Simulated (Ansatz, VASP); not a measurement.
**Al in VASP and in Ansatz**

```
CELL_PARAMETERS angstrom
2.81246 0.00000 0.00000
-1.40623 2.43566 0.00000
0.00000 0.00000 4.86685
ATOMIC_POSITIONS crystal
Al 0.66667 0.33333 0.75000
Al 0.33333 0.66667 0.25000
```

Alike in both runs: task single point; functional PBE; k mesh 9 × 9 × 6; occupations gaussian, width 0.1 eV; no spin polarisation.

```csv
,VASP,Ansatz
version,VASP 6.6.1,Ansatz 0.2.0
potentials or method,"VASP PAW PBE potentials, release 64 (Al), cutoff 520 eV","scalar-relativistic, plane waves, PAW"
valence electrons in the cell,6,6
```

Ansatz gave:

* gap on the k mesh at the Fermi level (eV): none
* pressure (GPa): 0.1
* traceless stress, the component that is largest in VASP (GPa): -0.75

Question: What did VASP give for the same quantities?

Answer: gap on the k mesh at the Fermi level (eV): none; pressure (GPa): 0.1; traceless stress, the component that is largest in VASP (GPa): -0.74.

A gap of «none» marks a metal or a gap that the smearing closes.
